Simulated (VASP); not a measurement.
# Au (Im-3m) in VASP: notebook

Au is run at these levels: PBE; tasks: single point.

Everything below comes from runs of VASP 6.6.1. Logs are shortened: lines on timing, memory, paths and dates and some standing lists are left out, and cuts for length are marked.

## Step 1: The cell of the first run

It takes space group Im-3m (No. 229, cubic). The conventional cell has a = 3.238 Å, b = 3.238 Å, c = 3.238 Å, α = 90.00°, β = 90.00°, γ = 90.00°. Within 3.7 Å of Au (site symmetry m-3m) lie 14 Au at 2.80 to 3.24 Å.

## Step 2: Single point, PBE

The input, INCAR:

```
  ALGO = Fast
  EDIFF = 1E-7
  ENCUT = 520
  GGA = PE
  ISIF = 2
  ISMEAR = 0
  LASPH = T
  LCHARG = F
  LREAL = F
  LWAVE = F
  NBANDS = 12
  NELM = 100
  PREC = Accurate
  SIGMA = 0.05
```

The input, KPOINTS:

```
k-points
0
Gamma
  18 18 18
```

The input, POSCAR:

```
Au
1.0
   -1.6191481830      1.6191481830      1.6191481830
    1.6191481830     -1.6191481830      1.6191481830
    1.6191481830      1.6191481830     -1.6191481830
Au
1
Direct
    0.0000000000      0.0000000000      0.0000000000
```

Potentials or basis: VASP PAW PBE potentials, release 64 (Au).

Started as:

```
$ cat potpaw_PBE.64/Au/POTCAR > POTCAR
$ mpirun -np 1 vasp_std > vasp.out
```

OUTCAR:

```text
EDIFF = 1E-7
   ENCUT = 520
   GGA = PE
   ISIF = 2
   ISMEAR = 0
   LASPH = T
   LREAL = F
   NELM = 100
   PREC = Accurate

 ion  position               nearest neighbor table
   1  0.000  0.000  0.000-

  LATTYP: Found a body centered cubic cell.
 ALAT       =     3.2382963660

  Lattice vectors:

 A1 = (  -1.6191481830,   1.6191481830,   1.6191481830)
 A2 = (   1.6191481830,  -1.6191481830,   1.6191481830)
 A3 = (   1.6191481830,   1.6191481830,  -1.6191481830)

Analysis of symmetry for initial positions (statically):
=====================================================================
 Subroutine PRICEL returns:
 Original cell was already a primitive cell.

 Routine SETGRP: Setting up the symmetry group for a
 body centered cubic supercell.

 Subroutine GETGRP returns: Found 48 space group operations
 (whereof 48 operations were pure point group operations)
 out of a pool of 48 trial point group operations.

The static configuration has the point symmetry O_h .

Analysis of symmetry for dynamics (positions and initial velocities):
=====================================================================
 Subroutine PRICEL returns:
 Original cell was already a primitive cell.

 Routine SETGRP: Setting up the symmetry group for a
 body centered cubic supercell.

 Subroutine GETGRP returns: Found 48 space group operations
 (whereof 48 operations were pure point group operations)
 out of a pool of 48 trial point group operations.

The dynamic configuration has the point symmetry O_h .

 Subroutine INISYM returns: Found 48 space group operations
 (whereof 48 operations are pure point group operations),
 and found     1 'primitive' translations

----------------------------------------------------------------------------------------

                                     Primitive cell

  volume of cell :      16.9793

  direct lattice vectors                    reciprocal lattice vectors
    -1.619148183  1.619148183  1.619148183     0.000000000  0.308804349  0.308804349
     1.619148183 -1.619148183  1.619148183     0.308804349  0.000000000  0.308804349
     1.619148183  1.619148183 -1.619148183     0.308804349  0.308804349  0.000000000

  length of vectors
     2.804446918  2.804446918  2.804446918     0.436715298  0.436715298  0.436715298

  position of ions in fractional coordinates (direct lattice)
     0.000000000  0.000000000  0.000000000

  ion indices of the primitive-cell ions
   primitive index   ion index
                 1           1

----------------------------------------------------------------------------------------

 KPOINTS: k-points

Automatic generation of k-mesh.
 Grid dimensions read from file:
 generate k-points for:   18   18   18

 Generating k-lattice:

  Cartesian coordinates                     Fractional coordinates (reciprocal lattice)
     0.000000000  0.017155797  0.017155797     0.055555556  0.000000000  0.000000000
     0.017155797  0.000000000  0.017155797     0.000000000  0.055555556  0.000000000
     0.017155797  0.017155797  0.000000000     0.000000000  0.000000000  0.055555556

  Length of vectors
     0.024261961  0.024261961  0.024261961

  Shift w.r.t. Gamma in fractional coordinates (k-lattice)
     0.000000000  0.000000000  0.000000000

 Subroutine IBZKPT returns following result:
 ===========================================

 Found    195 irreducible k-points:

 Following reciprocal coordinates:
            Coordinates               Weight
  0.000000  0.000000  0.000000      1.000000
  0.055556  0.000000  0.000000     12.000000
  0.111111  0.000000  0.000000     12.000000
  0.166667  0.000000  0.000000     12.000000
  0.222222  0.000000  0.000000     12.000000
  0.277778  0.000000  0.000000     12.000000
[... 16 lines left out ...]
  0.333333  0.111111  0.000000     48.000000
  0.388889  0.111111  0.000000     48.000000
 [... further k-points ...]
   k-points           NKPTS =    195   k-points in BZ     NKDIM =    195   number of bands    NBANDS=     12
   number of dos      NEDOS =    301   number of ions     NIONS =      1
   total plane-waves  NPLWV =  13824
   dimension x,y,z NGX =    24 NGY =   24 NGZ =   24
   dimension x,y,z NGXF=    48 NGYF=   48 NGZF=   48
   ions per type =               1
   NGX,Y,Z   is equivalent  to a cutoff of  14.23, 14.23, 14.23 a.u.
   NGXF,Y,Z  is equivalent  to a cutoff of  28.45, 28.45, 28.45 a.u.
 SYSTEM =  unknown system
   PREC   = accura    normal or accurate (medium, high low for compatibility)
   ISTART =      0    job   : 0-new  1-cont  2-samecut
   ICHARG =      2    charge: 1-file 2-atom 10-const
   ISPIN  =      1    spin polarized calculation?
   LNONCOLLINEAR =      F non collinear calculations
   LSORBIT =      F    spin-orbit coupling
   LASPH  =      T    aspherical Exc in radial PAW
   ENCUT  =  520.0 eV  38.22 Ry    6.18 a.u.   5.21  5.21  5.21*2*pi/ulx,y,z
   NELM   =    100;   NELMIN=  2; NELMDL= -5     # of ELM steps
   EDIFF  = 0.1E-06   stopping-criterion for ELM
   LREAL  =      F    real-space projection
   EDIFFG = 0.1E-05   stopping-criterion for IOM
   NSW    =      0    number of steps for IOM
   IBRION =     -1    ionic relax: 0-MD 1-quasi-New 2-CG
   NFREE  =      0    steps in history (QN), initial steepest desc. (CG)
   ISIF   =      2    stress and relaxation
   ISYM   =      2    0-nonsym 1-usesym 2-fastsym
   POTIM  = 0.5000    time-step for ionic-motion
   TEBEG  =    0.0;   TEEND  =   0.0 temperature during run
   PSTRESS=    0.0 pullay stress
   NELECT =      11.0000    total number of electrons
   NUPDOWN=      -1.0000    fix difference up-down
   EMIN   =  10.00;   EMAX   =-10.00  energy-range for DOS
   EFERMI =   0.00;   METHOD = LEGACY
   ISMEAR =     0;   SIGMA  =   0.05  broadening in eV -4-tet -1-fermi 0-gaus
   EFERMI_NEDOS =   21; number of points for ismear=-14 and -15
   IALGO  =     68    algorithm
   IMIX   =      4    mixing-type and parameters
     AMIX     =   0.40;   BMIX     =  1.00
     AMIX_MAG =   1.60;   BMIX_MAG =  1.00
  volume/ion in A,a.u.               =      16.98       114.58
  Fermi-wavevector in a.u.,A,eV,Ry     =   1.416552  2.676895 27.301710  2.006619
  Thomas-Fermi vector in A             =   2.537874
   LORBIT       =      0    0 simple, 1 ext, 2 COOP (PROOUT), +10 PAW based schemes
   GGA     = PE    functional components
   LHFCALC =     F    Hartree Fock is set to
   AEXX    =    0.0000 exact exchange contribution
   IVDW    =     0    specifies the selected vdW correction
   LEPSILON=     F    determine dielectric tensor
   LRPA    =     F    only Hartree local field effects (RPA)
 non-spin polarized calculation
 RMM-DIIS sequential band-by-band and
 Gauss-broadening in eV      SIGMA  =   0.05
  energy-cutoff  :      520.00
  volume of cell :       16.98
 maximum number of plane-waves:       470
 NGX is ok and might be reduce to    24
   NGX = 11   NGY = 11   NGZ = 11

 number of electron      11.0000001 magnetization

 Free energy of the ion-electron system (eV)
  ---------------------------------------------------
  ext. energy  EPLUGINS =         0.00000000
  ---------------------------------------------------
  free energy    TOTEN  =        -3.17378941 eV

  energy without entropy =       -3.17370419  energy(sigma->0) =       -3.17374680

 E-fermi :   9.5616     XC(G=0): -12.7422

 val. band max:        9.5328794171   @ k =   0.3889   0.0556   0.0556
 cond. band min:       9.6592663943   @ k =  -0.3333   0.3333   0.3333
 fundamental gap:      0.1263869771
 Fermi energy:         9.5616478695

 k-point     1 :       0.0000    0.0000    0.0000
  band No.  band energies     occupation
      1      -0.3477      2.00000
      2       4.6389      2.00000
      3       4.6389      2.00000
      4       4.6389      2.00000
      5       6.5850      2.00000
      6       6.5850      2.00000
      7      26.0607      0.00000
      8      26.0607      0.00000
      9      26.0607      0.00000
     10      33.9613      0.00000
     11      33.9613      0.00000
     12      33.9633      0.00000

 k-point     2 :       0.0556    0.0000    0.0000
  band No.  band energies     occupation
      1      -0.2329      2.00000
      2       4.6018      2.00000
      3       4.6422      2.00000
      4       4.7204      2.00000
      5       6.5396      2.00000
      6       6.5876      2.00000
      7      26.0616      0.00000
      8      26.0944      0.00000
      9      26.2094      0.00000
     10      32.4591      0.00000
     11      32.6229      0.00000
     12      33.5524      0.00000

 k-point     3 :       0.1111    0.0000    0.0000
  band No.  band energies     occupation
      1       0.1023      2.00000
      2       4.4967      2.00000
      3       4.6480      2.00000
      4       4.9604      2.00000
      5       6.4285      2.00000
      6       6.5961      2.00000
      7      25.8651      0.00000
      8      26.0926      0.00000
      9      26.6437      0.00000
     10      30.8249      0.00000
     11      31.1070      0.00000
     12      32.4433      0.00000
[... 286 lines left out ...]
 k-point    23 :       0.3333    0.1111    0.0000
  band No.  band energies     occupation
      1       2.5438      2.00000
      2       3.7331      2.00000
      3       5.6899      2.00000
      4       6.4077      2.00000
      5       6.9368      2.00000
      6       8.6724      2.00000
      7      16.0072      0.00000
      8      21.8606      0.00000
      9      23.7163      0.00000
     10      30.3029      0.00000
     11      32.8105      0.00000
     12      32.8571      0.00000

 k-point    24 :       0.3889    0.1111    0.0000
  band No.  band energies     occupation
      1       2.5252      2.00000
      2       3.6531      2.00000
      3       6.1169      2.00000
      4       6.4517      2.00000
      5       7.2399      2.00000
      6       9.7102      0.00003
      7      14.0752      0.00000
      8      21.3884      0.00000
      9      23.1430      0.00000
     10      30.9322      0.00000
     11      32.4727      0.00000
     12      33.0174      0.00000

 [... further k-points ...]
[... 5 lines left out ...]
  --------------------------------------------------------------------------------------
  -------------------------------------------------------------------------------------
  Total        0.9932409      0.9932409      0.9932409      0.0000000     -0.0000000     -0.0000000
  in kB       93.7228289     93.7228289     93.7228289      0.0000000     -0.0000000     -0.0000000
  external PRESSURE =      93.7228289 kB  Pullay stress =       0.0000000 kB

 VOLUME and BASIS-vectors are now :
 -----------------------------------------------------------------------------
  energy-cutoff  :      520.00
  volume of cell :       16.98
      direct lattice vectors                 reciprocal lattice vectors
    -1.619148183  1.619148183  1.619148183     0.000000000  0.308804349  0.308804349
     1.619148183 -1.619148183  1.619148183     0.308804349  0.000000000  0.308804349
     1.619148183  1.619148183 -1.619148183     0.308804349  0.308804349  0.000000000

 POSITION                                       TOTAL-FORCE (eV/Angst)
 -----------------------------------------------------------------------------------
      0.00000      0.00000      0.00000         0.000000      0.000000     -0.000000
 -----------------------------------------------------------------------------------
    total drift:                                0.000000      0.000000     -0.000000

  FREE ENERGIE OF THE ION-ELECTRON SYSTEM (eV)
  ---------------------------------------------------
  free  energy   TOTEN  =        -3.1737894142 eV

  energy  without entropy=       -3.1737041887  energy(sigma->0) =       -3.17374680
```

Wall time 14 s (1 thread of Intel Xeon 6975P-C (Granite Rapids), shared host); peak memory 0.16 GiB.

Results:

- Free energy: -3.1738 eV
- Pressure: 9.4 GPa

Caveat: spin-orbit coupling is left out, which moves the levels of the heavy elements.

## Step 3: Single point, PBE

This run uses another cell than the first one, of 18.07 Å³/atom, 1.064 times its volume.

The input, INCAR:

```
SYSTEM = Au
  ALGO = Fast
  EDIFF = 1E-6
  ENCUT = 520
  GGA = PE
  ISIF = 2
  ISMEAR = 0
  LASPH = .TRUE.
  LCHARG = .TRUE.
  LELF = .TRUE.
  LREAL = .FALSE.
  LVHAR = .TRUE.
  LWAVE = .FALSE.
  NBANDS = 12
  NELM = 80
  PREC = Accurate
  SIGMA = 0.05
```

The input, KPOINTS:

```
k-points
0
G
  18 18 18
  0 0 0
```

The input, POSCAR:

```
Au
1.0
   -1.6530261097      1.6530261097      1.6530261097
    1.6530261097     -1.6530261097      1.6530261097
    1.6530261097      1.6530261097     -1.6530261097
Au
1
Direct
    0.0000000000      0.0000000000      0.0000000000
```

Potentials or basis: VASP PAW PBE potentials, release 64 (Au).

Started as:

```
$ cat potpaw_PBE.64/Au/POTCAR > POTCAR
$ mpirun -np 1 vasp_std > vasp.out
```

OUTCAR:

```text
SYSTEM = Au
   EDIFF = 1E-6
   ENCUT = 520
   GGA = PE
   ISIF = 2
   ISMEAR = 0
   LASPH = .TRUE.
   LREAL = .FALSE.
   NELM = 80
   PREC = Accurate

 ion  position               nearest neighbor table
   1  0.000  0.000  0.000-

  LATTYP: Found a body centered cubic cell.
 ALAT       =     3.3060522194

  Lattice vectors:

 A1 = (  -1.6530261097,   1.6530261097,   1.6530261097)
 A2 = (   1.6530261097,  -1.6530261097,   1.6530261097)
 A3 = (   1.6530261097,   1.6530261097,  -1.6530261097)

Analysis of symmetry for initial positions (statically):
=====================================================================
 Subroutine PRICEL returns:
 Original cell was already a primitive cell.

 Routine SETGRP: Setting up the symmetry group for a
 body centered cubic supercell.

 Subroutine GETGRP returns: Found 48 space group operations
 (whereof 48 operations were pure point group operations)
 out of a pool of 48 trial point group operations.

The static configuration has the point symmetry O_h .

Analysis of symmetry for dynamics (positions and initial velocities):
[... 159 lines left out ...]
 E-fermi :   8.5902     XC(G=0): -12.3725

 val. band max:        8.5535046737   @ k =   0.5000   0.5000   0.0556
 cond. band min:       8.6684707741   @ k =  -0.3333   0.3333   0.3333
 fundamental gap:      0.1149661003
 Fermi energy:         8.5901831279

 k-point     1 :       0.0000    0.0000    0.0000
  band No.  band energies     occupation
      1      -0.7133      2.00000
      2       3.9639      2.00000
      3       3.9639      2.00000
      4       3.9639      2.00000
      5       5.7236      2.00000
      6       5.7236      2.00000
      7      25.0353      0.00000
      8      25.0353      0.00000
      9      25.0353      0.00000
     10      31.8239      0.00000
     11      31.8239      0.00000
     12      31.8241      0.00000
[... 331 lines left out ...]
 k-point    24 :       0.3889    0.1111   -0.0000
  band No.  band energies     occupation
      1       2.0491      2.00000
      2       3.0814      2.00000
      3       5.3341      2.00000
      4       5.6037      2.00000
      5       6.3288      2.00000
      6       8.7163      0.00036
      7      12.7588      0.00000
      8      20.1097      0.00000
      9      21.8175      0.00000
     10      29.2524      0.00000
     11      31.0577      0.00000
     12      31.1900      0.00000

 [... further k-points ...]
[... 5 lines left out ...]
  --------------------------------------------------------------------------------------
  -------------------------------------------------------------------------------------
  Total       -0.0874842     -0.0874842     -0.0874842     -0.0000000      0.0000000      0.0000000
  in kB       -7.7578481     -7.7578481     -7.7578481     -0.0000000      0.0000000      0.0000000
  external PRESSURE =      -7.7578481 kB  Pullay stress =       0.0000000 kB

 VOLUME and BASIS-vectors are now :
 -----------------------------------------------------------------------------
  energy-cutoff  :      520.00
  volume of cell :       18.07
      direct lattice vectors                 reciprocal lattice vectors
    -1.653026110  1.653026110  1.653026110     0.000000000  0.302475561  0.302475561
     1.653026110 -1.653026110  1.653026110     0.302475561  0.000000000  0.302475561
     1.653026110  1.653026110 -1.653026110     0.302475561  0.302475561  0.000000000

 POSITION                                       TOTAL-FORCE (eV/Angst)
 -----------------------------------------------------------------------------------
      0.00000      0.00000      0.00000         0.000000     -0.000000     -0.000000
 -----------------------------------------------------------------------------------
    total drift:                               -0.000000      0.000000      0.000000

  FREE ENERGIE OF THE ION-ELECTRON SYSTEM (eV)
  ---------------------------------------------------
  free  energy   TOTEN  =        -3.2008716800 eV

  energy  without entropy=       -3.2007580089  energy(sigma->0) =       -3.20081484
```

OSZICAR:

```text
N       E                     dE             d eps       ncg     rms          rms(c)
DAV:   1     0.491538586103E+02    0.49154E+02   -0.55275E+03  4824   0.809E+02
DAV:   2    -0.280979745519E+01   -0.51964E+02   -0.49022E+02  5536   0.184E+02
DAV:   3    -0.347391233807E+01   -0.66411E+00   -0.66377E+00  5540   0.204E+01
DAV:   4    -0.347616142190E+01   -0.22491E-02   -0.22490E-02  5364   0.136E+00
DAV:   5    -0.347617872578E+01   -0.17304E-04   -0.17304E-04  5540   0.116E-01    0.759E+00
RMM:   6    -0.321823297201E+01    0.25795E+00   -0.32111E-01  4700   0.470E+00    0.495E+00
RMM:   7    -0.320270456702E+01    0.15528E-01   -0.34117E-02  5022   0.173E+00    0.261E+00
RMM:   8    -0.320092182127E+01    0.17827E-02   -0.28898E-03  5136   0.454E-01    0.353E-01
RMM:   9    -0.320086569823E+01    0.56123E-04   -0.42972E-04  5402   0.177E-01    0.107E-01
RMM:  10    -0.320087026203E+01   -0.45638E-05   -0.61412E-05  5323   0.600E-02    0.511E-02
RMM:  11    -0.320087153822E+01   -0.12762E-05   -0.12764E-05  4998   0.235E-02    0.106E-02
RMM:  12    -0.320087167999E+01   -0.14177E-06   -0.12160E-06  4078   0.709E-03
   1 F= -.32008717E+01 E0= -.32008148E+01  d E =-.113671E-03
```

Run time: 14 s. Hardware: 1 thread of Intel Xeon 6975P-C (Granite Rapids), shared host; peak memory 0.17 GiB.

What came out:

```
Free energy : -3.2009 eV
Pressure    : -0.8 GPa
```

Levels at points of the mesh, in eV from the Fermi level:
| k point | band 3 | band 4 | band 5 | band 6 | band 7 | band 8 | band 9 | band 10 |
| --- | --- | --- | --- | --- | --- | --- | --- | --- |
| (0.00, 0.00, 0.00) | -4.63 | -4.63 | -2.87 | -2.87 | 16.45 | 16.45 | 16.45 | 23.23 |
| (0.50, 0.00, 0.00) | -3.00 | -2.69 | -1.48 | -0.44 | 3.18 | 12.29 | 13.46 | 20.95 |
| (0.50, 0.50, 0.50) | -1.82 | -1.82 | -1.82 | 6.19 | 6.19 | 6.19 | 8.99 | 15.34 |

Caveat: spin-orbit coupling is left out, which moves the levels of the heavy elements.

## Step 4: Single point, PBE

This run uses another cell than the first one, of 17.99 Å³/atom, 1.059 times its volume.

The input, INCAR:

```
SYSTEM = Au
ALGO = Normal ; EDIFF = 1E-6
ENCUT = 520 ; GGA = PE
ISIF = 2 ; ISMEAR = 0
LASPH = .True. ; LCHARG = .False.
LREAL = .False. ; LWAVE = .False.
NBANDS = 12 ; NELM = 80
PREC = Accurate ; SIGMA = 0.05
```

The input, KPOINTS:

```
k-points
0
Gamma
  18 18 18
  0 0 0
```

The input, POSCAR:

```
Au
1.0
   -1.6506320859      1.6506320859      1.6506320859
    1.6506320859     -1.6506320859      1.6506320859
    1.6506320859      1.6506320859     -1.6506320859
Au
1
Direct
    0.0000000000      0.0000000000      0.0000000000
```

Started as:

```
$ cat potpaw_PBE.64/Au/POTCAR > POTCAR
$ mpirun -np 1 vasp_std > vasp.out
```

It took 11 s on 1 thread of Intel Xeon 6975P-C (Granite Rapids), shared host; peak memory 0.16 GiB.

It converged, with:

```
Free energy : -3.2011 eV
Pressure    : -0.3 GPa
```

Levels at points of the mesh, in eV from the Fermi level:
```csv
k point,band 3,band 4,band 5,band 6,band 7,band 8,band 9,band 10
"(0.00, 0.00, 0.00)",-4.64,-4.64,-2.87,-2.87,16.45,16.45,16.45,23.32
"(0.50, 0.00, 0.00)",-3.01,-2.69,-1.47,-0.45,3.21,12.30,13.49,21.02
"(0.50, 0.50, 0.50)",-1.82,-1.82,-1.82,6.20,6.20,6.20,9.05,15.39
```

Caveat: spin-orbit coupling is left out, which moves the levels of the heavy elements.

[end of part 1 of 2]
